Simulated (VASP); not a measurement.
# In (P6/mmm) in VASP: notebook, part 2 of 2

VASP 6.6.1. Earlier steps stand in the parts before.

## (4) Relaxation of cell and atoms, PBE, target pressure 16 GPa, at which the enthalpy is minimised

This run uses another cell than the first one: it holds 3 atoms, not 1.

INCAR reads:

```
PREC = Accurate ; ENCUT = 500
EDIFF = 1E-7 ; ISMEAR = -1
SIGMA = 0.08 ; LREAL = False
LASPH = True ; NELM = 120
ALGO = Normal ; ISIF = 3
LWAVE = False ; LCHARG = False
GGA = PE ; IBRION = 2
NSW = 32 ; EDIFFG = -0.005
PSTRESS = 160.0 ; GGA_COMPAT = False
NELMIN = 4
```

KPOINTS reads:

```
regular mesh
0
Gamma
  7 7 10
```

POSCAR reads:

```
In
1.0
    4.9881456160      0.0000000000      0.0000000000
   -2.4940728080      4.3198608213      0.0000000000
    0.0000000000      0.0000000000      3.0364434752
In
3
Direct
    0.0000000000      0.0000000000      0.0000000000
    0.3333333333      0.6666666667      0.5000000000
    0.6666666667      0.3333333333      0.5000000000
```

Potentials or basis: VASP PAW PBE potentials, release 64 (In_d).

Launch:

```bash
$ cat potpaw_PBE.64/In_d/POTCAR > POTCAR
$ mpirun -np 1 vasp_std > vasp.out
```

OUTCAR:

```text
PREC = Accurate
   ENCUT = 500
   EDIFF = 1E-7
   ISMEAR = -1
   LREAL = False
   LASPH = True
   NELM = 120
   ISIF = 3
   GGA = PE
   IBRION = 2
   NSW = 32
   EDIFFG = -0.005
   PSTRESS = 160.0
   NELMIN = 4

 ion  position               nearest neighbor table
   1  0.000  0.000  0.000-   2 3.26   3 3.26   2 3.26   3 3.26   3 3.26   3 3.26   2 3.26   2 3.26
                             3 3.26   3 3.26   2 3.26   2 3.26
   2  0.333  0.667  0.500-   3 2.88   3 2.88   3 2.88   1 3.26   1 3.26   1 3.26   1 3.26   1 3.26
                             1 3.26
   3  0.667  0.333  0.500-   2 2.88   2 2.88   2 2.88   1 3.26   1 3.26   1 3.26   1 3.26   1 3.26
                             1 3.26

  LATTYP: Found a hexagonal cell.
 ALAT       =     4.9881456160
 C/A-ratio  =     0.6087319234

  Lattice vectors:

 A1 = (   4.9881456160,   0.0000000000,   0.0000000000)
 A2 = (  -2.4940728080,   4.3198608213,   0.0000000000)
 A3 = (   0.0000000000,   0.0000000000,   3.0364434752)

Analysis of symmetry for initial positions (statically):
=====================================================================
 Subroutine PRICEL returns:
 Original cell was already a primitive cell.

 Routine SETGRP: Setting up the symmetry group for a
 hexagonal supercell.

 Subroutine GETGRP returns: Found 24 space group operations
 (whereof 24 operations were pure point group operations)
 out of a pool of 24 trial point group operations.

The static configuration has the point symmetry D_6h.

Analysis of symmetry for dynamics (positions and initial velocities):
=====================================================================
 Subroutine PRICEL returns:
 Original cell was already a primitive cell.

 Routine SETGRP: Setting up the symmetry group for a
 hexagonal supercell.

 Subroutine GETGRP returns: Found 24 space group operations
 (whereof 24 operations were pure point group operations)
 out of a pool of 24 trial point group operations.

The dynamic configuration has the point symmetry D_6h.

 Subroutine INISYM returns: Found 24 space group operations
 (whereof 24 operations are pure point group operations),
 and found     1 'primitive' translations

----------------------------------------------------------------------------------------

                                     Primitive cell

  volume of cell :      65.4296

  direct lattice vectors                    reciprocal lattice vectors
     4.988145616  0.000000000  0.000000000     0.200475302  0.115744470  0.000000000
    -2.494072808  4.319860821  0.000000000     0.000000000  0.231488939  0.000000000
     0.000000000  0.000000000  3.036443475     0.000000000  0.000000000  0.329332658

  length of vectors
     4.988145616  4.988145616  3.036443475     0.231488939  0.231488939  0.329332658

  position of ions in fractional coordinates (direct lattice)
[... 112 lines left out ...]
 conjugate gradient relaxation of ions
 non-spin polarized calculation
  energy-cutoff  :      500.00
  volume of cell :       65.43
 maximum number of plane-waves:      1692
   NGX = 19   NGY = 19   NGZ = 11

--------------------------------------- Ionic step        1  -------------------------------------------

 number of electron      38.9999986 magnetization

 Free energy of the ion-electron system (eV)
  ---------------------------------------------------
  ext. energy  EPLUGINS =         0.00000000
  ---------------------------------------------------
  free energy    TOTEN  =        -6.95327130 eV

  energy without entropy =       -6.93255960  energy(sigma->0) =       -6.94291545

------------------------ aborting loop because EDIFF is reached ----------------------------------------

  FORCE on cell =-STRESS in cart. coord.  units (eV):
  Direction    XX          YY          ZZ          XY          YZ          ZX
  --------------------------------------------------------------------------------------
  -------------------------------------------------------------------------------------
  Total        6.5184315      6.5184315      6.5353087      0.0000000      0.0000000      0.0000000
  in kB      159.6171720    159.6171720    160.0304431      0.0000000      0.0000000      0.0000000
  external PRESSURE =      -0.2450710 kB  Pullay stress =     160.0000000 kB

 VOLUME and BASIS-vectors are now :
 -----------------------------------------------------------------------------
  energy-cutoff  :      500.00
  volume of cell :       65.43
      direct lattice vectors                 reciprocal lattice vectors
     4.988145616  0.000000000  0.000000000     0.200475302  0.115744470  0.000000000
    -2.494072808  4.319860821  0.000000000     0.000000000  0.231488939  0.000000000
     0.000000000  0.000000000  3.036443475     0.000000000  0.000000000  0.329332658

 POSITION                                       TOTAL-FORCE (eV/Angst)
 -----------------------------------------------------------------------------------
      0.00000      0.00000      0.00000        -0.000000      0.000000      0.000000
     -0.00000      2.87991      1.51822        -0.000000     -0.000000      0.000000
      2.49407      1.43995      1.51822         0.000000      0.000000      0.000000
 -----------------------------------------------------------------------------------
    total drift:                                0.000000      0.000000     -0.000000

  FREE ENERGIE OF THE ION-ELECTRON SYSTEM (eV)
  ---------------------------------------------------
  free  energy   TOTEN  =        -6.9532712989 eV

  energy  without entropy=       -6.9325595968  energy(sigma->0) =       -6.94291545

  enthalpy is  TOTEN    =        -0.4192058682 eV   P V=        6.5340654307

--------------------------------------- Ionic step        2  -------------------------------------------

 number of electron      38.9999987 magnetization

 Free energy of the ion-electron system (eV)
  ---------------------------------------------------
  ext. energy  EPLUGINS =         0.00000000
  ---------------------------------------------------
  free energy    TOTEN  =        -6.95011748 eV

  energy without entropy =       -6.92943855  energy(sigma->0) =       -6.93977801

 E-fermi :   9.8780     XC(G=0): -11.1465

 val. band max:        9.8448552599   @ k =   0.4286   0.0000   0.5000
 cond. band min:       9.9251999223   @ k =   0.4286   0.0000   0.5000
 fundamental gap:      0.0803446625
 Fermi energy:         9.8779815097

 k-point     1 :       0.0000    0.0000    0.0000
  band No.  band energies     occupation
      1      -5.5272      2.00000
      2      -5.1788      2.00000
      3      -5.1286      2.00000
      4      -5.1227      2.00000
      5      -5.1227      2.00000
      6      -4.9271      2.00000
[... 613 lines left out ...]
     22      13.3493      0.00000
     23      14.0624      0.00000

 [... further k-points ...]

------------------------ aborting loop because EDIFF is reached ----------------------------------------

  FORCE on cell =-STRESS in cart. coord.  units (eV):
  Direction    XX          YY          ZZ          XY          YZ          ZX
  --------------------------------------------------------------------------------------
  -------------------------------------------------------------------------------------
  Total        6.5445835      6.5445835      6.5428905      0.0000000      0.0000000      0.0000000
  in kB      160.3349614    160.3349614    160.2934842      0.0000000      0.0000000      0.0000000
  external PRESSURE =       0.3211357 kB  Pullay stress =     160.0000000 kB

 VOLUME and BASIS-vectors are now :
 -----------------------------------------------------------------------------
  energy-cutoff  :      500.00
  volume of cell :       65.40
      direct lattice vectors                 reciprocal lattice vectors
     4.986891562  0.000000000  0.000000000     0.200525716  0.115773576 -0.000000000
    -2.493445781  4.318774779  0.000000000     0.000000000  0.231547152 -0.000000000
     0.000000000  0.000000000  3.036504181     0.000000000 -0.000000000  0.329326074

 POSITION                                       TOTAL-FORCE (eV/Angst)
 -----------------------------------------------------------------------------------
     -0.00000      0.00000      0.00000         0.000000      0.000000      0.000000
     -0.00000      2.87918      1.51825         0.000000      0.000000     -0.000000
      2.49345      1.43959      1.51825        -0.000000     -0.000000      0.000000
 -----------------------------------------------------------------------------------
    total drift:                                0.000000      0.000000     -0.000000

  FREE ENERGIE OF THE ION-ELECTRON SYSTEM (eV)
  ---------------------------------------------------
  free  energy   TOTEN  =        -6.9501174806 eV

  energy  without entropy=       -6.9294385489  energy(sigma->0) =       -6.93977801

  enthalpy is  TOTEN    =        -0.4192064896 eV   P V=        6.5309109910

 reached required accuracy - stopping structural energy minimisation
```

CONTCAR:

```text
In
   1.00000000000000
     4.9868915619122429    0.0000000000000000    0.0000000000000000
    -2.4934457809561215    4.3187747786165263    0.0000000000000000
     0.0000000000000000    0.0000000000000000    3.0365041806159980
  In
     3
Direct
     0.0000000000000000    0.0000000000000000    0.0000000000000000
     0.3333333332999970    0.6666666667000030    0.5000000000000000
     0.6666666667000030    0.3333333332999970    0.5000000000000000

  0.00000000E+00  0.00000000E+00  0.00000000E+00
  0.00000000E+00  0.00000000E+00  0.00000000E+00
  0.00000000E+00  0.00000000E+00  0.00000000E+00
```

Run time: 1.9 min. Hardware: 1 thread of Intel Xeon 8259CL, shared host; peak memory 0.2 GiB.

What came out:

- Free energy: -6.9501 eV
- Relaxed volume: 21.80 Å³/atom
- Relaxed cell: a = 4.987 Å, b = 4.987 Å, c = 3.037 Å, α = 90.00°, β = 90.00°, γ = 120.00°
- Space group after relaxing (to 0.1 Å): P6/mmm (No. 191)
- Energy change on relaxing (the run minimises the enthalpy): +1.1 meV/atom
- Ionic steps: 2
- Pressure after relaxing: 16.0 GPa
- Band gap on the k mesh: zero (an odd number of electrons rules out a gap without spin polarisation)

The path:
```
step  energy change (eV)  largest force (eV/Å)  pressure (GPa)  volume (Å³)
   1              0.0000                0.0000           15.98        65.43
   2              0.0032                0.0000           16.03        65.40
```

Final structure:
```cif
data_structure
_symmetry_space_group_name_H-M 'P 1'
_symmetry_Int_Tables_number 1
_cell_length_a 4.9869
_cell_length_b 4.9869
_cell_length_c 3.0365
_cell_angle_alpha 90.000
_cell_angle_beta 90.000
_cell_angle_gamma 120.000
_cell_volume 65.40
loop_
_atom_site_label
_atom_site_type_symbol
_atom_site_fract_x
_atom_site_fract_y
_atom_site_fract_z
_atom_site_occupancy
In1 In 0.00000 0.00000 0.00000 1
In2 In 0.33333 0.66667 0.50000 1
In3 In 0.66667 0.33333 0.50000 1
```

Caveat: the cell is relaxed towards a set pressure, so the run minimises the enthalpy, not the energy; spin-orbit coupling is left out, which moves the levels of the heavy elements.

## (5) The runs side by side

| cell | k mesh | gap on the mesh (eV) | pressure (GPa) |
| --- | --- | --- | --- |
| relaxed to 16 GPa from a = 3.013, b = 3.013, c = 2.832 Å, angles 90.0, 90.0, 120.0°, 1 atom, atomic positions A | 15 × 15 × 14 | none | 16.0 |
| relaxed to 16 GPa from a = 4.953, b = 4.953, c = 3.071 Å, angles 90.0, 90.0, 120.0°, 3 atoms, atomic positions B | 7 × 7 × 10 | none | 16.0 |
| relaxed to 16 GPa from a = 4.988, b = 4.988, c = 3.036 Å, angles 90.0, 90.0, 120.0°, 3 atoms, atomic positions B | 7 × 7 × 10 | none | 16.0 |

Alike in all rows: task relaxation of cell and atoms; level PBE; potentials or basis VASP PAW PBE potentials, release 64 (In_d); no spin polarisation; cutoff (eV) 500; smearing fermi-dirac 0.08 eV.

Caveats: the cell is relaxed towards a set pressure, so the run minimises the enthalpy, not the energy; spin-orbit coupling is left out, which moves the levels of the heavy elements.

Total energies depend on the potentials used, so only differences within one code and one set of settings carry meaning.
